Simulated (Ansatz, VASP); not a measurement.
# P in VASP and in Ansatz

```
P
1.0
     3.21700    0.00000    0.00000
    -1.60850    2.78600    0.00000
     0.00000    0.00000   28.00000
P
2
Cartesian
  0.0000 1.8573 14.7865
  1.6085 0.9287 13.2135
```

Alike in both runs: task single point; functional r2SCAN; k mesh 9 × 9 × 1; occupations gaussian, width 0.02 eV; no spin polarisation.

|  | VASP | Ansatz |
| --- | --- | --- |
| version | VASP 6.6.1 | Ansatz 0.2.0 |
| potentials or method | VASP PAW PBE potentials, release 64 (P), cutoff 520 eV | scalar-relativistic, plane waves, PAW |
| valence electrons in the cell | 10 | 10 |

Ansatz gave:

```
rms of the force components (eV/Å) : 2.566
```

**Question.** Which values does VASP return?

**Answer.** rms of the force components (eV/Å): 2.604.

VASP's potentials were made for PBE, not for r2SCAN. Atom by atom the forces differ by 0.037 eV/Å (rms over components).
